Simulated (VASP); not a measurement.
Set up this calculation in VASP 6.6.1, as the native input.

```
Task                   : single point
Functional             : PBEsol
Potentials or basis    : VASP PAW PBE potentials, release 64 (Ge_d)
Cutoff                 : 520 eV
k mesh                 : 14 × 14 × 14
Occupations            : gaussian, width 0.15 eV
Spin                   : no spin polarisation
Dipole correction      : no
Further INCAR settings : ALGO = Normal; EDIFF = 1e-07; NBANDS = 21
```

The structure of Ge lies in POSCAR:

```
Ge
1.0
   -0.0141438500      2.8287700000      2.8287700000
    2.8287700000     -0.0141438500      2.8287700000
    2.8146261500      2.8146261500      0.0000000000
Ge
2
Direct
    0.5000000000      0.5000000000      0.5000000000
    0.7500000000      0.7500000000      0.7500000000
```

This cell differs from its parent crystal: strain -0.0100 x Voigt [0, 0, 0, 0, 0, 1].

One way to write it, as run:

INCAR

```
  ALGO = Normal
  EDIFF = 1E-7
  ENCUT = 520
  GGA = PS
  ISIF = 2
  ISMEAR = 0
  LASPH = T
  LCHARG = T
  LELF = T
  LREAL = F
  LVHAR = T
  LWAVE = F
  NBANDS = 21
  NELM = 100
  PREC = Accurate
  SIGMA = 0.15
```

KPOINTS

```
k-points
0
Gamma
  14 14 14
```

Potentials or basis: VASP PAW PBE potentials, release 64 (Ge_d).

Command:

```bash
$ cat potpaw_PBE.64/Ge_d/POTCAR > POTCAR
$ mpirun -np 1 vasp_std > vasp.out
```

Results of the run:

```
Pressure      : 0.6 GPa
Largest force : 0.087 eV/Å
```

Caveat: the cell differs from its parent crystal (strain -0.0100 x Voigt [0, 0, 0, 0, 0, 1]); the PAW data sets were made with another functional, which shifts forces and pressure a little.

Wall time 3.6 min on 1 thread of AMD EPYC 9R45 96-Core Processor (Zen 5), on a shared host, peak memory 0.38 GiB.
